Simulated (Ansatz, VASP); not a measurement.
# One calculation of H, two programs

File POSCAR:

```
H
1.0
    3.7217637921      0.0000000000      0.0000000000
   -1.8608818961      3.2231419909      0.0000000000
    0.0000000000      0.0000000000      5.7170680421
H
4
Direct
    0.3333333333      0.6666666667      0.1851448536
    0.6666666667      0.3333333333      0.6851448536
    0.6666666667      0.3333333333      0.8148551464
    0.3333333333      0.6666666667      0.3148551464
```

File INCAR.step1:

```
ALGO     = Normal         # electronic algorithm
EDIFF    = 1E-4           # SCF threshold, eV
ENCUT    = 520            # plane-wave cutoff, eV
GGA      = PE             # functional
ISMEAR   = 0              # smearing method
LASPH    = True           # aspherical terms in the spheres
LCHARG   = False          # write CHGCAR
LREAL    = False          # projectors in reciprocal space
LWAVE    = True           # write WAVECAR
NBANDS   = 10             # bands
NELM     = 60             # most SCF steps
PREC     = Accurate       # precision mode
SIGMA    = 0.02           # smearing width, eV
```

File INCAR.step2:

```
ALGO     = Normal         # electronic algorithm
EDIFF    = 1E-7           # SCF threshold, eV
ENCUT    = 520            # plane-wave cutoff, eV
ISIF     = 2              # what is computed and relaxed
ISMEAR   = 0              # smearing method
ISTART   = 1            
LASPH    = True           # aspherical terms in the spheres
LCHARG   = True           # write CHGCAR
LELF     = True           # ELF
LMIXTAU  = True         
LREAL    = False          # projectors in reciprocal space
LVHAR    = True         
LWAVE    = False          # write WAVECAR
METAGGA  = R2SCAN         # meta-GGA
NBANDS   = 10             # bands
NELM     = 60             # most SCF steps
PREC     = Accurate       # precision mode
SIGMA    = 0.02           # smearing width, eV
```

KPOINTS

```
k-points
0
Gamma
  9 9 4
```

Input for Ansatz:

```yaml
crystal:
  lattice:
    - [3.7217637921, 0.0, 0.0]
    - [-1.8608818961, 3.2231419909, 0.0]
    - [0.0, 0.0, 5.7170680421]
  atoms:
    - { symbol: H, position: [0.3333333333, 0.6666666667, 0.1851448536] }
    - { symbol: H, position: [0.6666666667, 0.3333333333, 0.6851448536] }
    - { symbol: H, position: [0.6666666667, 0.3333333333, 0.8148551464] }
    - { symbol: H, position: [0.3333333333, 0.6666666667, 0.3148551464] }
basis:
  ecutwfc: 500
kpoints:
  mp_grid: { grid: [9, 9, 4] }
  band_path: { path: [VBM, CBM], npoints: 2 }
hamiltonian:
  xc: r2scan
scf:
  occupations: { method: gaussian, width: 0.02 }
output:
  forces: true
  stress: true
  eigenvalues: true
checkpoint:
  read: start.run
  write: ck
  compress: false
  write_wavefunctions: false
  write_every: 100000
```

Alike in both runs: task single point; functional r2SCAN; k mesh 9 × 9 × 4; occupations gaussian, width 0.02 eV; no spin polarisation.

```csv
,VASP,Ansatz
version,VASP 6.6.1,Ansatz 0.2.0
potentials or method,"VASP PAW PBE potentials, release 64 (H), cutoff 520 eV","scalar-relativistic, plane waves, PAW"
valence electrons in the cell,4,4
```

VASP gave:

- gap on the k mesh at the Fermi level (eV): 9.90
- least direct gap on the mesh (eV): 9.97
- pressure (GPa): -0.1

Question: Which values does Ansatz return?

Answer: gap on the k mesh at the Fermi level (eV): 9.89; least direct gap on the mesh (eV): 9.96; pressure (GPa): 0.0.

VASP's potentials were made for PBE, not for r2SCAN.
